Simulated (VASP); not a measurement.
# BeCl3 in VASP: single point with PBEsol

Aim: the single point of BeCl3 with PBEsol.

Everything below comes from runs of VASP 6.6.1. Logs are shortened: lines on timing, memory, paths and dates and some standing lists are left out, and cuts for length are marked.

## (1) The cell of the first run

The typed cell holds 8 atoms: a = 6.853 Å, b = 6.853 Å, c = 3.912 Å, α = 90.00°, β = 90.00°, γ = 120.00°.

## (2) Single point, PBEsol

INCAR

```
ALGO     = Normal         # electronic algorithm
EDIFF    = 1E-6           # SCF threshold, eV
ENCUT    = 520            # plane-wave cutoff, eV
GGA      = PS             # functional
ISIF     = 2              # what is computed and relaxed
ISMEAR   = -1             # smearing method
LASPH    = T              # aspherical terms in the spheres
LCHARG   = T              # write CHGCAR
LELF     = T              # ELF
LREAL    = F              # projectors in reciprocal space
LVHAR    = T            
LWAVE    = F              # write WAVECAR
NBANDS   = 33             # bands
NELM     = 100            # most SCF steps
PREC     = Accurate       # precision mode
SIGMA    = 0.1            # smearing width, eV
```

KPOINTS

```
k-points
0
Gamma
  6 6 9
```

POSCAR

```
BeCl3
1.0
    6.8526460000      0.0000000000      0.0000000000
   -3.4263230000      5.9345660000      0.0000000000
    0.0000000000      0.0000000000      3.9118190000
Cl Be
6 2
Direct
    0.3877000000      0.3019000000      0.2500000000
    0.0858000000      0.3877000000      0.7500000000
    0.6981000000      0.0858000000      0.2500000000
    0.6123000000      0.6981000000      0.7500000000
    0.9142000000      0.6123000000      0.2500000000
    0.3019000000      0.9142000000      0.7500000000
    0.3333000000      0.6667000000      0.2500000000
    0.6666000000      0.3333000000      0.7500000000
```

Potentials or basis: VASP PAW PBE potentials, release 64 (Cl, Be).

On the command line:

```sh
$ cat potpaw_PBE.64/Cl/POTCAR potpaw_PBE.64/Be/POTCAR > POTCAR
$ mpirun -np 1 vasp_std > vasp.out
```

OUTCAR:

```text
EDIFF = 1E-6
   ENCUT = 520
   GGA = PS
   ISIF = 2
   ISMEAR = -1
   LASPH = T
   LREAL = F
   NELM = 100
   PREC = Accurate

 ion  position               nearest neighbor table
   1  0.388  0.302  0.250-
   2  0.086  0.388  0.750-
   3  0.698  0.086  0.250-
   4  0.612  0.698  0.750-
   5  0.914  0.612  0.250-
   6  0.302  0.914  0.750-
   7  0.333  0.667  0.250-
   8  0.667  0.333  0.750-

  LATTYP: Found a hexagonal cell.
 ALAT       =     6.8526460000
 C/A-ratio  =     0.5708479615

  Lattice vectors:

 A1 = (   6.8526460000,   0.0000000000,   0.0000000000)
 A2 = (  -3.4263230000,   5.9345660000,   0.0000000000)
 A3 = (   0.0000000000,   0.0000000000,   3.9118190000)

Analysis of symmetry for initial positions (statically):
=====================================================================
 Subroutine PRICEL returns:
 Original cell was already a primitive cell.

 Routine SETGRP: Setting up the symmetry group for a
 hexagonal supercell.

 Subroutine GETGRP returns: Found  2 space group operations
 (whereof  1 operations were pure point group operations)
 out of a pool of 24 trial point group operations.

The static configuration has the point symmetry C_1 .
 The point group associated with its full space group is C_1h.

Analysis of symmetry for dynamics (positions and initial velocities):
=====================================================================
 Subroutine PRICEL returns:
 Original cell was already a primitive cell.

 Routine SETGRP: Setting up the symmetry group for a
 hexagonal supercell.

 Subroutine GETGRP returns: Found  2 space group operations
 (whereof  1 operations were pure point group operations)
 out of a pool of 24 trial point group operations.

The dynamic configuration has the point symmetry C_1 .
 The point group associated with its full space group is C_1h.

 Subroutine INISYM returns: Found  2 space group operations
 (whereof  1 operations are pure point group operations),
 and found     1 'primitive' translations

----------------------------------------------------------------------------------------

                                     Primitive cell

  volume of cell :     159.0838

  direct lattice vectors                    reciprocal lattice vectors
     6.852646000  0.000000000  0.000000000     0.145929032  0.084252159  0.000000000
    -3.426323000  5.934566000  0.000000000     0.000000000  0.168504319  0.000000000
     0.000000000  0.000000000  3.911819000     0.000000000  0.000000000  0.255635550

  length of vectors
     6.852646000  6.852646416  3.911819000     0.168504329  0.168504319  0.255635550

  position of ions in fractional coordinates (direct lattice)
     0.387700000  0.301900000  0.250000000
     0.085800000  0.387700000  0.750000000
     0.698100000  0.085800000  0.250000000
     0.612300000  0.698100000  0.750000000
     0.914200000  0.612300000  0.250000000
     0.301900000  0.914200000  0.750000000
     0.333300000  0.666700000  0.250000000
     0.666600000  0.333300000  0.750000000

  ion indices of the primitive-cell ions
   primitive index   ion index
                 1           1
                 2           2
                 3           3
                 4           4
                 5           5
                 6           6
                 7           7
                 8           8

----------------------------------------------------------------------------------------

 KPOINTS: k-points

Automatic generation of k-mesh.
 Grid dimensions read from file:
 generate k-points for:    6    6    9

 Generating k-lattice:

  Cartesian coordinates                     Fractional coordinates (reciprocal lattice)
     0.024321505  0.014042027  0.000000000     0.166666667 -0.000000000  0.000000000
     0.000000000  0.028084053  0.000000000     0.000000000  0.166666667  0.000000000
     0.000000000  0.000000000  0.028403950     0.000000000  0.000000000  0.111111111

  Length of vectors
     0.028084055  0.028084053  0.028403950

  Shift w.r.t. Gamma in fractional coordinates (k-lattice)
     0.000000000  0.000000000  0.000000000

 Subroutine IBZKPT returns following result:
 ===========================================

 Found    100 irreducible k-points:

 Following reciprocal coordinates:
            Coordinates               Weight
  0.000000  0.000000  0.000000      1.000000
  0.166667  0.000000  0.000000      2.000000
  0.000000  0.166667  0.000000      2.000000
 -0.166667  0.166667  0.000000      2.000000
  0.333333  0.000000  0.000000      2.000000
  0.000000  0.333333  0.000000      2.000000
[... 16 lines left out ...]
  0.000000  0.166667  0.111111      4.000000
 -0.166667  0.166667  0.111111      4.000000
 [... further k-points ...]
   k-points           NKPTS =    100   k-points in BZ     NKDIM =    100   number of bands    NBANDS=     33
   number of dos      NEDOS =    301   number of ions     NIONS =      8
   total plane-waves  NPLWV =  87480
   dimension x,y,z NGX =    54 NGY =   54 NGZ =   30
   dimension x,y,z NGXF=   108 NGYF=  108 NGZF=   60
   ions per type =               6   2
   NGX,Y,Z   is equivalent  to a cutoff of  13.10, 13.10, 12.75 a.u.
   NGXF,Y,Z  is equivalent  to a cutoff of  26.20, 26.20, 25.50 a.u.
 SYSTEM =  unknown system
   PREC   = accura    normal or accurate (medium, high low for compatibility)
   ISTART =      0    job   : 0-new  1-cont  2-samecut
   ICHARG =      2    charge: 1-file 2-atom 10-const
   ISPIN  =      1    spin polarized calculation?
   LNONCOLLINEAR =      F non collinear calculations
   LSORBIT =      F    spin-orbit coupling
   LASPH  =      T    aspherical Exc in radial PAW
   ENCUT  =  520.0 eV  38.22 Ry    6.18 a.u.  12.74 12.74  7.27*2*pi/ulx,y,z
   NELM   =    100;   NELMIN=  2; NELMDL= -5     # of ELM steps
   EDIFF  = 0.1E-05   stopping-criterion for ELM
   LREAL  =      F    real-space projection
   EDIFFG = 0.1E-04   stopping-criterion for IOM
   NSW    =      0    number of steps for IOM
   IBRION =     -1    ionic relax: 0-MD 1-quasi-New 2-CG
   NFREE  =      0    steps in history (QN), initial steepest desc. (CG)
   ISIF   =      2    stress and relaxation
   ISYM   =      2    0-nonsym 1-usesym 2-fastsym
   POTIM  = 0.5000    time-step for ionic-motion
   TEBEG  =    0.0;   TEEND  =   0.0 temperature during run
   PSTRESS=    0.0 pullay stress
   NELECT =      46.0000    total number of electrons
   NUPDOWN=      -1.0000    fix difference up-down
   EMIN   =  10.00;   EMAX   =-10.00  energy-range for DOS
   EFERMI =   0.00;   METHOD = LEGACY
   ISMEAR =    -1;   SIGMA  =   0.10  broadening in eV -4-tet -1-fermi 0-gaus
   EFERMI_NEDOS =   21; number of points for ismear=-14 and -15
   IALGO  =     38    algorithm
   IMIX   =      4    mixing-type and parameters
     AMIX     =   0.40;   BMIX     =  1.00
     AMIX_MAG =   1.60;   BMIX_MAG =  1.00
  volume/ion in A,a.u.               =      19.89       134.19
  Fermi-wavevector in a.u.,A,eV,Ry     =   1.082560  2.045742 15.945169  1.171937
  Thomas-Fermi vector in A             =   2.218605
   LORBIT       =      0    0 simple, 1 ext, 2 COOP (PROOUT), +10 PAW based schemes
   GGA     = PS    functional components
   LHFCALC =     F    Hartree Fock is set to
   AEXX    =    0.0000 exact exchange contribution
   IVDW    =     0    specifies the selected vdW correction
   LEPSILON=     F    determine dielectric tensor
   LRPA    =     F    only Hartree local field effects (RPA)
 non-spin polarized calculation
  energy-cutoff  :      520.00
  volume of cell :      159.08
 maximum number of plane-waves:      4329
 NGX is ok and might be reduce to    54
   NGX = 25   NGY = 25   NGZ = 15

 number of electron      45.9999997 magnetization

 Free energy of the ion-electron system (eV)
  ---------------------------------------------------
  ext. energy  EPLUGINS =         0.00000000
  ---------------------------------------------------
  free energy    TOTEN  =       -20.72073885 eV

  energy without entropy =      -20.37911919  energy(sigma->0) =      -20.54992902

 E-fermi :   1.6809     XC(G=0):  -9.2619

 val. band max:        1.6806333743   @ k =   0.5000   0.0000   0.0000
 cond. band min:       1.6831559380   @ k =   0.0000   0.3333   0.4444
 fundamental gap:      0.0025225637
 Fermi energy:         1.6809322817

 k-point     1 :       0.0000    0.0000    0.0000
  band No.  band energies     occupation
      1     -13.3827      2.00000
      2     -12.0199      2.00000
      3     -12.0197      2.00000
      4     -11.8317      2.00000
      5     -11.8315      2.00000
      6     -11.4280      2.00000
[... 25 lines left out ...]
     32       8.3257      0.00000
     33      10.5262      0.00000

 k-point     2 :       0.1667    0.0000    0.0000
  band No.  band energies     occupation
      1     -13.3282      2.00000
      2     -12.2306      2.00000
      3     -12.1381      2.00000
      4     -11.7492      2.00000
      5     -11.6839      2.00000
      6     -11.3759      2.00000
[... 25 lines left out ...]
     32       8.1728      0.00000
     33      10.3311      0.00000

 k-point     3 :       0.0000    0.1667    0.0000
  band No.  band energies     occupation
      1     -13.3282      2.00000
      2     -12.2308      2.00000
      3     -12.1380      2.00000
      4     -11.7491      2.00000
      5     -11.6839      2.00000
      6     -11.3760      2.00000
[... 25 lines left out ...]
     32       8.1727      0.00000
     33      10.3312      0.00000

 k-point     4 :      -0.1667    0.1667    0.0000
  band No.  band energies     occupation
      1     -13.3282      2.00000
      2     -12.2307      2.00000
      3     -12.1380      2.00000
      4     -11.7493      2.00000
      5     -11.6838      2.00000
      6     -11.3759      2.00000
[... 673 lines left out ...]
     32       8.3052      0.00000
     33      10.4749      0.00000

 k-point    23 :       0.0000    0.1667    0.1111
  band No.  band energies     occupation
      1     -13.2716      2.00000
      2     -12.2022      2.00000
      3     -12.1095      2.00000
      4     -11.7452      2.00000
      5     -11.6805      2.00000
      6     -11.4234      2.00000
[... 25 lines left out ...]
     32       8.3049      0.00000
     33      10.4751      0.00000

 k-point    24 :      -0.1667    0.1667    0.1111
  band No.  band energies     occupation
      1     -13.2717      2.00000
      2     -12.2021      2.00000
      3     -12.1095      2.00000
      4     -11.7454      2.00000
      5     -11.6804      2.00000
      6     -11.4233      2.00000
[... 25 lines left out ...]
     32       8.3052      0.00000
     33      10.4749      0.00000

 [... further k-points ...]
[... 5 lines left out ...]
  --------------------------------------------------------------------------------------
  -------------------------------------------------------------------------------------
  Total       -4.3712255     -4.3710997     -7.7939708     -0.0001557      0.0000000      0.0000000
  in kB      -44.0238258    -44.0225592    -78.4952445     -0.0015677      0.0000000      0.0000000
  external PRESSURE =     -55.5138765 kB  Pullay stress =       0.0000000 kB

 VOLUME and BASIS-vectors are now :
 -----------------------------------------------------------------------------
  energy-cutoff  :      520.00
  volume of cell :      159.08
      direct lattice vectors                 reciprocal lattice vectors
     6.852646000  0.000000000  0.000000000     0.145929032  0.084252159  0.000000000
    -3.426323000  5.934566000  0.000000000     0.000000000  0.168504319  0.000000000
     0.000000000  0.000000000  3.911819000     0.000000000  0.000000000  0.255635550

 POSITION                                       TOTAL-FORCE (eV/Angst)
 -----------------------------------------------------------------------------------
      1.62236      1.79165      0.97795         0.356077      0.236943      0.000000
     -0.74043      2.30083      2.93386        -0.027355      0.426618      0.000000
      4.48985      0.50919      0.97795        -0.383024      0.189060      0.000000
      1.80396      4.14292      2.93386        -0.354944     -0.237331      0.000000
      4.16675      3.63373      0.97795         0.028263     -0.426098      0.000000
     -1.06353      5.42538      2.93386         0.383265     -0.189192      0.000000
     -0.00034      3.95658      0.97795        -0.001140      0.000590      0.000000
      3.42598      1.97799      2.93386        -0.001144     -0.000590      0.000000
 -----------------------------------------------------------------------------------
    total drift:                                0.000011     -0.000004      0.000000

  FREE ENERGIE OF THE ION-ELECTRON SYSTEM (eV)
  ---------------------------------------------------
  free  energy   TOTEN  =       -20.7207388462 eV

  energy  without entropy=      -20.3791191901  energy(sigma->0) =      -20.54992902
```

Wall time 7 min (1 thread of Intel Xeon Platinum 8259CL at 2.50GHz (Skylake/Cascade Lake), shared host); peak memory 0.53 GiB.

What came out:

```
Free energy            : -20.7207 eV
Pressure               : -5.6 GPa
Largest force          : 0.428 eV/Å
Band gap on the k mesh : zero (bands 23 and 24 overlap by 0.29 eV)
```

Forces in eV/Å, atoms in the order of the input:
```
Cl   0.356  0.237  0.000
Cl  -0.027  0.427  0.000
Cl  -0.383  0.189  0.000
Cl  -0.355 -0.237  0.000
Cl   0.028 -0.426  0.000
Cl   0.383 -0.189  0.000
Be  -0.001  0.001  0.000
Be  -0.001 -0.001  0.000
```

Levels at points of the mesh, in eV from the Fermi level:
```csv
k point,band 19,band 20,band 21,band 22,band 23,band 24,band 25,band 26,band 27,band 28
"(0.00, 0.00, 0.00)",-1.04,-0.98,-0.70,-0.31,-0.31,-0.17,2.85,3.41,5.59,5.70
"(0.50, 0.00, 0.00)",-1.07,-0.58,-0.47,-0.43,0.00,0.05,3.67,3.75,5.38,5.55
"(0.00, 0.50, 0.00)",-1.07,-0.58,-0.47,-0.43,0.00,0.05,3.67,3.75,5.38,5.54
"(0.50, 0.50, 0.00)",-1.07,-0.58,-0.47,-0.43,0.00,0.05,3.67,3.75,5.38,5.54
```

Caveat: the cell stands under tension; the PAW data sets were made with another functional, which shifts forces and pressure a little.
